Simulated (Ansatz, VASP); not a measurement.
Rh in VASP and in Ansatz

INCAR

```
SYSTEM = Rh
  PREC = Accurate
  ENCUT = 520
  EDIFF = 1E-7
  ISMEAR = 0
  SIGMA = 0.15
  LREAL = .False.
  LASPH = .True.
  NELM = 60
  ALGO = Fast
  ISIF = 2
  LWAVE = .False.
  LCHARG = .False.
  GGA = PS
  NBANDS = 22
```

KPOINTS

```
Automatic mesh
0
Gamma
  18 18 12
  0 0 0
```

File POSCAR:

```
Rh
1.0
    2.8675279943      0.0000000000      0.0000000000
   -1.4337639972      2.3650972278      0.0000000000
    0.0000000000      0.0000000000      4.4284890000
Rh
2
Direct
    0.6666666667      0.3333333333      0.7500000000
    0.3333333333      0.6666666667      0.2500000000
```

Input for Ansatz:

```yaml
crystal:
  lattice:
    - [2.8675279943, 0.0, 0.0]
    - [-1.4337639972, 2.3650972278, 0.0]
    - [0.0, 0.0, 4.428489]
  atoms:
    - { symbol: Rh, position: [0.6666666667, 0.3333333333, 0.75] }
    - { symbol: Rh, position: [0.3333333333, 0.6666666667, 0.25] }
basis:
  ecutwfc: 420
kpoints:
  mp_grid: { grid: [18, 18, 12] }
hamiltonian:
  xc: pbesol
scf:
  occupations: { method: gaussian, width: 0.15 }
output:
  forces: true
  stress: true
  eigenvalues: true
```

Change from the starting cell: strain +0.0500 x Voigt [1, 0, 0, 0, 0, 0], atoms carried along.

Alike in both runs: task single point; functional PBEsol; k mesh 18 × 18 × 12; occupations gaussian, width 0.15 eV; no spin polarisation.

```csv
,VASP,Ansatz
version,VASP 6.6.1,Ansatz 0.2.0
potentials or method,"VASP PAW PBE potentials, release 64 (Rh_pv), cutoff 520 eV","scalar-relativistic, plane waves, PAW"
valence electrons in the cell,30,34
```

|  | VASP | Ansatz | Ansatz less VASP |
| --- | --- | --- | --- |
| gap on the k mesh at the Fermi level (eV) | none | none | - |
| pressure (GPa) | -22.5 | -22.5 | +0.04 |
| traceless stress, the component that is largest in VASP (GPa) | -5.05 | -5.06 | -0.003 |
| rms of the force components (eV/Å) | 0.043 | 0.043 | 0.0000 |

VASP's potentials were made for PBE, not for PBEsol. Atom by atom the forces differ by 0.000 eV/Å (rms over components). A gap of «none» marks a metal or a gap that the smearing closes. VASP's potentials hold 30 valence electrons a cell and Ansatz's 34, so a difference there can come from the potentials and not from the codes.
